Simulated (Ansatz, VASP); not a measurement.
Rb: VASP beside Ansatz

File INCAR:

```
  ALGO = Fast
  EDIFF = 1E-6
  ENCUT = 520
  GGA = PE
  ISIF = 2
  ISMEAR = -1
  LASPH = True
  LCHARG = True
  LELF = True
  LREAL = False
  LVHAR = True
  LWAVE = False
  NBANDS = 16
  NELM = 80
  PREC = Accurate
  SIGMA = 0.05
```

KPOINTS

```
k-points
0
Gamma
  8 8 8
```

Contents of POSCAR:

```
Rb
1.0
   -2.4102940638      2.4102940638      8.6003748233
    2.4102940638     -2.4102940638      8.6003748233
    2.4102940638      2.4102940638     -8.6003748233
Rb
2
Direct
    0.5000000000      0.5000000000      0.0000000000
    0.2500000000      0.7500000000      0.5000000000
```

input.yaml

```yaml
crystal:
  lattice:
    - [-2.4102940638, 2.4102940638, 8.6003748233]
    - [2.4102940638, -2.4102940638, 8.6003748233]
    - [2.4102940638, 2.4102940638, -8.6003748233]
  atoms:
    - { symbol: Rb, position: [0.5, 0.5, 0.0] }
    - { symbol: Rb, position: [0.25, 0.75, 0.5] }
hamiltonian:
  xc: pbe
  pseudopotentials: { kind: paw }
kpoints:
  mp_grid: { grid: [8, 8, 8] }
scf:
  occupations: { method: fermi_dirac, width: 0.05 }
output:
  forces: true
  stress: true
  eigenvalues: true
  write_density: true
  write_potential: true
  elf: true
  volumetric_format: npy
```

Alike in both runs: task single point; functional PBE; k mesh 8 × 8 × 8; occupations fermi-dirac, width 0.05 eV; no spin polarisation.

|  | VASP | Ansatz |
| --- | --- | --- |
| version | VASP 6.6.1 | Ansatz 0.2.0 |
| potentials or method | VASP PAW PBE potentials, release 64 (Rb_sv) | Ansatz PAW |
| plane-wave cutoff (eV) | 520 | 420 |
| valence electrons in the cell | 18 | 18 |

```tsv
	VASP	Ansatz	Ansatz less VASP
gap on the k mesh at the Fermi level (eV)	none	none	-
pressure (GPa)	-0.1	-0.1	0.00
```

A gap of «none» marks a metal or a gap that the smearing closes. The functional is the same, so the differences come from potentials, cutoffs and numerics.
